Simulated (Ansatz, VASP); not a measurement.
TaN: VASP beside Ansatz

```
CELL_PARAMETERS angstrom
2.88750 0.00000 0.00000
-1.44375 2.50065 0.00000
0.00000 0.00000 2.87074
ATOMIC_POSITIONS crystal
Ta 0.33333 0.66667 0.50000
N 0.00000 0.00000 0.00000
```

Alike in both runs: task single point; functional PBEsol; k mesh 18 × 18 × 16; occupations gaussian, width 0.15 eV; no spin polarisation.

```csv
,VASP,Ansatz
version,VASP 6.6.1,Ansatz 0.2.0
potentials or method,"VASP PAW PBE potentials, release 64 (Ta_pv, N), cutoff 520 eV","scalar-relativistic, plane waves, PAW"
valence electrons in the cell,16,18
```

|  | VASP | Ansatz | Ansatz less VASP |
| --- | --- | --- | --- |
| gap on the k mesh at the Fermi level (eV) | none | none | - |
| pressure (GPa) | 10.3 | 9.3 | -0.97 |
| traceless stress, the component that is largest in VASP (GPa) | -4.85 | -5.00 | -0.151 |

VASP's potentials were made for PBE, not for PBEsol. A gap of «none» marks a metal or a gap that the smearing closes. VASP's potentials hold 16 valence electrons a cell and Ansatz's 18, so a difference there can come from the potentials and not from the codes.

Neither program's run includes spin-orbit coupling.
